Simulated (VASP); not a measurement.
# Y (P6_3/mmc) in VASP: a series of runs

Runs on Y. Level: PBEsol. Tasks: single point, relaxation of cell and atoms.

Program: VASP 6.6.1. These are calculated values, not measurements. Logs are shortened: lines on timing, memory, paths and dates and some standing lists are left out, and cuts for length are marked.

## 1. The cell of the first run

It takes space group P6_3/mmc (No. 194, hexagonal). Conventional cell: a = 3.573 Å, b = 3.573 Å, c = 5.601 Å, α = 90.00°, β = 90.00°, γ = 120.00°. Within 4.6 Å of Y (site symmetry -6m2) lie 12 Y at 3.48 to 3.57 Å.

## 2. Single point, PBEsol

Contents of INCAR:

```
PREC = Accurate ; ENCUT = 500
EDIFF = 1E-6 ; ISMEAR = 1
SIGMA = 0.05 ; LREAL = False
LASPH = True ; NELM = 120
ALGO = Normal ; ISIF = 2
LWAVE = False ; LCHARG = False
GGA = PS ; NBANDS = 18
GGA_COMPAT = False
```

Contents of KPOINTS:

```
Automatic mesh
0
Gamma
  6 6 3
```

Contents of POSCAR:

```
Y
1.0
    3.5727640774      0.0000000000      0.0000000000
   -1.7863820387      3.0941044528      0.0000000000
    0.0000000000      0.0000000000      5.6010532156
Y
2
Direct
    0.3333333333      0.6666666667      0.2500000000
    0.6666666667      0.3333333333      0.7500000000
```

Potentials or basis: VASP PAW PBE potentials, release 64 (Y_sv).

On the command line:

```
cat potpaw_PBE.64/Y_sv/POTCAR > POTCAR
mpirun -np 1 vasp_std > vasp.out
```

OUTCAR:

```text
PREC = Accurate
   ENCUT = 500
   EDIFF = 1E-6
   ISMEAR = 1
   LREAL = False
   LASPH = True
   NELM = 120
   ISIF = 2
   GGA = PS

 ion  position               nearest neighbor table
   1  0.333  0.667  0.250-   2 3.48   2 3.48   2 3.48   2 3.48   2 3.48   2 3.48
   2  0.667  0.333  0.750-   1 3.48   1 3.48   1 3.48   1 3.48   1 3.48   1 3.48

  LATTYP: Found a hexagonal cell.
 ALAT       =     3.5727640774
 C/A-ratio  =     1.5677086688

  Lattice vectors:

 A1 = (   3.5727640774,   0.0000000000,   0.0000000000)
 A2 = (  -1.7863820387,   3.0941044528,   0.0000000000)
 A3 = (   0.0000000000,   0.0000000000,   5.6010532156)

Analysis of symmetry for initial positions (statically):
=====================================================================
 Subroutine PRICEL returns:
 Original cell was already a primitive cell.

 Routine SETGRP: Setting up the symmetry group for a
 hexagonal supercell.

 Subroutine GETGRP returns: Found 24 space group operations
 (whereof 12 operations were pure point group operations)
 out of a pool of 24 trial point group operations.

The static configuration has the point symmetry D_3d.
 The point group associated with its full space group is D_6h.

Analysis of symmetry for dynamics (positions and initial velocities):
=====================================================================
 Subroutine PRICEL returns:
 Original cell was already a primitive cell.

 Routine SETGRP: Setting up the symmetry group for a
 hexagonal supercell.

 Subroutine GETGRP returns: Found 24 space group operations
 (whereof 12 operations were pure point group operations)
 out of a pool of 24 trial point group operations.

The dynamic configuration has the point symmetry D_3d.
 The point group associated with its full space group is D_6h.

 Subroutine INISYM returns: Found 24 space group operations
 (whereof 12 operations are pure point group operations),
 and found     1 'primitive' translations

----------------------------------------------------------------------------------------

                                     Primitive cell

  volume of cell :      61.9169

  direct lattice vectors                    reciprocal lattice vectors
     3.572764077  0.000000000  0.000000000     0.279895335  0.161597647  0.000000000
    -1.786382039  3.094104453  0.000000000     0.000000000  0.323195295  0.000000000
     0.000000000  0.000000000  5.601053216     0.000000000  0.000000000  0.178537850

  length of vectors
     3.572764077  3.572764077  5.601053216     0.323195295  0.323195295  0.178537850

  position of ions in fractional coordinates (direct lattice)
     0.333333333  0.666666667  0.250000000
     0.666666667  0.333333333  0.750000000

  ion indices of the primitive-cell ions
   primitive index   ion index
                 1           1
                 2           2

----------------------------------------------------------------------------------------

 KPOINTS: Automatic mesh

Automatic generation of k-mesh.
 Grid dimensions read from file:
 generate k-points for:    6    6    3

 Generating k-lattice:

  Cartesian coordinates                     Fractional coordinates (reciprocal lattice)
     0.046649223  0.026932941  0.000000000     0.166666667  0.000000000  0.000000000
     0.000000000  0.053865882  0.000000000     0.000000000  0.166666667  0.000000000
     0.000000000  0.000000000  0.059512617     0.000000000  0.000000000  0.333333333

  Length of vectors
     0.053865882  0.053865882  0.059512617

  Shift w.r.t. Gamma in fractional coordinates (k-lattice)
     0.000000000  0.000000000  0.000000000

 Subroutine IBZKPT returns following result:
 ===========================================

 Found     14 irreducible k-points:

 Following reciprocal coordinates:
            Coordinates               Weight
  0.000000  0.000000  0.000000      1.000000
  0.166667  0.000000  0.000000      6.000000
  0.333333 -0.000000  0.000000      6.000000
  0.500000  0.000000  0.000000      3.000000
  0.166667  0.166667  0.000000      6.000000
  0.333333  0.166667  0.000000     12.000000
  0.333333  0.333333  0.000000      2.000000
  0.000000  0.000000  0.333333      2.000000
  0.166667  0.000000  0.333333     12.000000
  0.333333 -0.000000  0.333333     12.000000
  0.500000  0.000000  0.333333      6.000000
  0.166667  0.166667  0.333333     12.000000
  0.333333  0.166667  0.333333     24.000000
  0.333333  0.333333  0.333333      4.000000
   k-points           NKPTS =     14   k-points in BZ     NKDIM =     14   number of bands    NBANDS=     18
   number of dos      NEDOS =    301   number of ions     NIONS =      2
   total plane-waves  NPLWV =  32928
   dimension x,y,z NGX =    28 NGY =   28 NGZ =   42
   dimension x,y,z NGXF=    56 NGYF=   56 NGZF=   84
   ions per type =               2
   NGX,Y,Z   is equivalent  to a cutoff of  13.03, 13.03, 12.47 a.u.
   NGXF,Y,Z  is equivalent  to a cutoff of  26.06, 26.06, 24.93 a.u.
 SYSTEM =  unknown system
   PREC   = accura    normal or accurate (medium, high low for compatibility)
   ISTART =      0    job   : 0-new  1-cont  2-samecut
   ICHARG =      2    charge: 1-file 2-atom 10-const
   ISPIN  =      1    spin polarized calculation?
   LNONCOLLINEAR =      F non collinear calculations
   LSORBIT =      F    spin-orbit coupling
   LASPH  =      T    aspherical Exc in radial PAW
   ENCUT  =  500.0 eV  36.75 Ry    6.06 a.u.   6.51  6.51 10.21*2*pi/ulx,y,z
   NELM   =    120;   NELMIN=  2; NELMDL= -5     # of ELM steps
   EDIFF  = 0.1E-05   stopping-criterion for ELM
   LREAL  =      F    real-space projection
   EDIFFG = 0.1E-04   stopping-criterion for IOM
   NSW    =      0    number of steps for IOM
   IBRION =     -1    ionic relax: 0-MD 1-quasi-New 2-CG
   NFREE  =      0    steps in history (QN), initial steepest desc. (CG)
   ISIF   =      2    stress and relaxation
   ISYM   =      2    0-nonsym 1-usesym 2-fastsym
   POTIM  = 0.5000    time-step for ionic-motion
   TEBEG  =    0.0;   TEEND  =   0.0 temperature during run
   PSTRESS=    0.0 pullay stress
   NELECT =      22.0000    total number of electrons
   NUPDOWN=      -1.0000    fix difference up-down
   EMIN   =  10.00;   EMAX   =-10.00  energy-range for DOS
   EFERMI =   0.00;   METHOD = LEGACY
   ISMEAR =     1;   SIGMA  =   0.05  broadening in eV -4-tet -1-fermi 0-gaus
   EFERMI_NEDOS =   21; number of points for ismear=-14 and -15
   IALGO  =     38    algorithm
   IMIX   =      4    mixing-type and parameters
     AMIX     =   0.40;   BMIX     =  1.00
     AMIX_MAG =   1.60;   BMIX_MAG =  1.00
  volume/ion in A,a.u.               =      30.96       208.92
  Fermi-wavevector in a.u.,A,eV,Ry     =   1.159523  2.191181 18.292948  1.344494
  Thomas-Fermi vector in A             =   2.296115
   LORBIT       =      0    0 simple, 1 ext, 2 COOP (PROOUT), +10 PAW based schemes
   GGA     = PS    functional components
   LHFCALC =     F    Hartree Fock is set to
   AEXX    =    0.0000 exact exchange contribution
   IVDW    =     0    specifies the selected vdW correction
   LEPSILON=     F    determine dielectric tensor
   LRPA    =     F    only Hartree local field effects (RPA)
 non-spin polarized calculation
 Methfessel and Paxton  Order N= 1 SIGMA  =   0.05
  energy-cutoff  :      500.00
  volume of cell :       61.92
 maximum number of plane-waves:      1592
 NGX is ok and might be reduce to    28
   NGX = 13   NGY = 13   NGZ = 21

 number of electron      22.0000001 magnetization

 Free energy of the ion-electron system (eV)
  ---------------------------------------------------
  ext. energy  EPLUGINS =         0.00000000
  ---------------------------------------------------
  free energy    TOTEN  =       -13.66789692 eV

  energy without entropy =      -13.66725576  energy(sigma->0) =      -13.66768320

 E-fermi :   3.1564     XC(G=0):  -9.7649

 val. band max:        3.0258498381   @ k =   0.1667   0.1667   0.3333
 cond. band min:       3.1595090889   @ k =   0.5000   0.0000   0.3333
 fundamental gap:      0.1336592508
 Fermi energy:         3.1563810587

 k-point     1 :       0.0000    0.0000    0.0000
  band No.  band energies     occupation
      1     -39.2651      2.00000
      2     -39.1691      2.00000
      3     -19.6443      2.00000
      4     -19.0593      2.00000
      5     -19.0593      2.00000
      6     -18.9506      2.00000
[... 10 lines left out ...]
     17       6.0841      0.00000
     18       6.0841      0.00000

 k-point     2 :       0.1667    0.0000    0.0000
  band No.  band energies     occupation
      1     -39.2481      2.00000
      2     -39.1634      2.00000
      3     -19.5858      2.00000
      4     -19.1753      2.00000
      5     -19.0977      2.00000
      6     -19.0703      2.00000
[... 10 lines left out ...]
     17       6.0044      0.00000
     18       6.1712      0.00000

 k-point     3 :       0.3333   -0.0000    0.0000
  band No.  band energies     occupation
      1     -39.2105      2.00000
      2     -39.1552      2.00000
      3     -19.4424      2.00000
      4     -19.4082      2.00000
      5     -19.2921      2.00000
      6     -19.1689      2.00000
[... 10 lines left out ...]
     17       7.2633      0.00000
     18       7.5874      0.00000

 k-point     4 :       0.5000    0.0000    0.0000
  band No.  band energies     occupation
      1     -39.1870      2.00000
      2     -39.1556      2.00000
      3     -19.5240      2.00000
      4     -19.3961      2.00000
      5     -19.3350      2.00000
      6     -19.2027      2.00000
[... 10 lines left out ...]
     17       8.9008      0.00000
     18       9.0353      0.00000

 k-point     5 :       0.1667    0.1667    0.0000
  band No.  band energies     occupation
      1     -39.2205      2.00000
      2     -39.1566      2.00000
      3     -19.4836      2.00000
      4     -19.2957      2.00000
      5     -19.2851      2.00000
      6     -19.1269      2.00000
[... 10 lines left out ...]
     17       6.7465      0.00000
     18       7.4469      0.00000

 k-point     6 :       0.3333    0.1667    0.0000
  band No.  band energies     occupation
      1     -39.1872      2.00000
      2     -39.1554      2.00000
      3     -19.4640      2.00000
      4     -19.3603      2.00000
      5     -19.3371      2.00000
      6     -19.2384      2.00000
[... 10 lines left out ...]
     17       8.1823      0.00000
     18       8.7377      0.00000

 k-point     7 :       0.3333    0.3333    0.0000
  band No.  band energies     occupation
      1     -39.1656      2.00000
      2     -39.1656      2.00000
      3     -19.4402      2.00000
      4     -19.3267      2.00000
      5     -19.3267      2.00000
      6     -19.2087      2.00000
[... 10 lines left out ...]
     17       8.1198      0.00000
     18       8.5604      0.00000

 k-point     8 :       0.0000    0.0000    0.3333
  band No.  band energies     occupation
      1     -39.2413      2.00000
      2     -39.1933      2.00000
      3     -19.4701      2.00000
      4     -19.1037      2.00000
      5     -19.0323      2.00000
      6     -19.0323      2.00000
[... 10 lines left out ...]
     17       7.0633      0.00000
     18       7.0633      0.00000

 k-point     9 :       0.1667    0.0000    0.3333
  band No.  band energies     occupation
      1     -39.2270      2.00000
      2     -39.1847      2.00000
      3     -19.4592      2.00000
      4     -19.2016      2.00000
      5     -19.1171      2.00000
      6     -19.0651      2.00000
[... 10 lines left out ...]
     17       6.9137      0.00000
     18       7.0331      0.00000

 k-point    10 :       0.3333   -0.0000    0.3333
  band No.  band energies     occupation
      1     -39.1967      2.00000
      2     -39.1690      2.00000
      3     -19.5157      2.00000
      4     -19.4167      2.00000
      5     -19.1938      2.00000
      6     -19.1275      2.00000
[... 10 lines left out ...]
     17       7.5088      0.00000
     18       7.6258      0.00000

 k-point    11 :       0.5000    0.0000    0.3333
  band No.  band energies     occupation
      1     -39.1791      2.00000
      2     -39.1634      2.00000
      3     -19.5924      2.00000
      4     -19.5189      2.00000
      5     -19.1711      2.00000
      6     -19.1577      2.00000
[... 10 lines left out ...]
     17       8.6501      0.00000
     18       8.8349      0.00000

 k-point    12 :       0.1667    0.1667    0.3333
  band No.  band energies     occupation
      1     -39.2046      2.00000
      2     -39.1726      2.00000
      3     -19.4734      2.00000
      4     -19.3536      2.00000
      5     -19.1732      2.00000
      6     -19.1469      2.00000
[... 10 lines left out ...]
     17       7.2875      0.00000
     18       7.5610      0.00000

 k-point    13 :       0.3333    0.1667    0.3333
  band No.  band energies     occupation
      1     -39.1792      2.00000
      2     -39.1634      2.00000
      3     -19.5346      2.00000
      4     -19.4771      2.00000
      5     -19.2562      2.00000
      6     -19.1688      2.00000
[... 10 lines left out ...]
     17       7.8598      0.00000
     18       8.9235      0.00000

 k-point    14 :       0.3333    0.3333    0.3333
  band No.  band energies     occupation
      1     -39.1655      2.00000
      2     -39.1655      2.00000
      3     -19.4658      2.00000
      4     -19.4658      2.00000
      5     -19.3814      2.00000
      6     -19.2610      2.00000
[... 10 lines left out ...]
     17       8.0365      0.00000
     18       8.0365      0.00000

------------------------ aborting loop because EDIFF is reached ----------------------------------------

  FORCE on cell =-STRESS in cart. coord.  units (eV):
  Direction    XX          YY          ZZ          XY          YZ          ZX
  --------------------------------------------------------------------------------------
  -------------------------------------------------------------------------------------
  Total       -0.0727354     -0.0727354     -0.0290030      0.0000000      0.0000000     -0.0000000
  in kB       -1.8821210     -1.8821210     -0.7504890      0.0000000      0.0000000     -0.0000000
  external PRESSURE =      -1.5049103 kB  Pullay stress =       0.0000000 kB

 VOLUME and BASIS-vectors are now :
 -----------------------------------------------------------------------------
  energy-cutoff  :      500.00
  volume of cell :       61.92
      direct lattice vectors                 reciprocal lattice vectors
     3.572764077  0.000000000  0.000000000     0.279895335  0.161597647  0.000000000
    -1.786382039  3.094104453  0.000000000     0.000000000  0.323195295  0.000000000
     0.000000000  0.000000000  5.601053216     0.000000000  0.000000000  0.178537850

 POSITION                                       TOTAL-FORCE (eV/Angst)
 -----------------------------------------------------------------------------------
     -0.00000      2.06274      1.40026        -0.000000     -0.000000      0.000000
      1.78638      1.03137      4.20079         0.000000      0.000000      0.000000
 -----------------------------------------------------------------------------------
    total drift:                               -0.000000      0.000000     -0.000000

  FREE ENERGIE OF THE ION-ELECTRON SYSTEM (eV)
  ---------------------------------------------------
  free  energy   TOTEN  =       -13.6678969181 eV

  energy  without entropy=      -13.6672557584  energy(sigma->0) =      -13.66768320
```

It took 34 s on 1 thread of Intel Xeon 8259CL, shared host; peak memory 0.18 GiB.

Results:

```yaml
Free_energy: -13.6679 eV
Pressure: -0.2 GPa
Band_gap_on_the_k_mesh: zero (band 11 reaches 4.27 eV, above the bottom of band 12 at 2.74 eV)
```

Caveat: the k points lie up to 0.37 Å⁻¹ apart; the PAW data sets were made with another functional, which shifts forces and pressure a little.

(Part 1 of 2 ends here.)
